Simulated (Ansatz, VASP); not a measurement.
## Au: VASP beside Ansatz

```
Au
1.0
     3.09497    0.00002   -0.01295
    -1.54747    2.68033    0.01295
    -1.55693    0.89889    2.24869
Au
1
Cartesian
  0.0000 0.0000 0.0000
```

Change from the starting cell: band edges of the strained film's bulk.

Alike in both runs: task single point; functional PBE; k mesh 12 × 12 × 15; occupations gaussian, width 0.1 eV; no spin polarisation.

```csv
,VASP,Ansatz
version,VASP 6.6.1,Ansatz 0.2.0
potentials or method,"VASP PAW PBE potentials, release 64 (Au), cutoff 520 eV","scalar-relativistic, plane waves, PAW"
valence electrons in the cell,11,19
```

|  | VASP | Ansatz | Ansatz less VASP |
| --- | --- | --- | --- |
| gap on the k mesh at the Fermi level (eV) | none | none | - |
| pressure (GPa) | -2.9 | -2.6 | +0.20 |
| traceless stress, the component that is largest in VASP (GPa) | 2.66 | 2.69 | +0.030 |

A gap of «none» marks a metal or a gap that the smearing closes. The functional is the same, so the differences come from potentials, cutoffs and numerics. VASP's potentials hold 11 valence electrons a cell and Ansatz's 19, so a difference there can come from the potentials and not from the codes.

Neither program's run includes spin-orbit coupling.
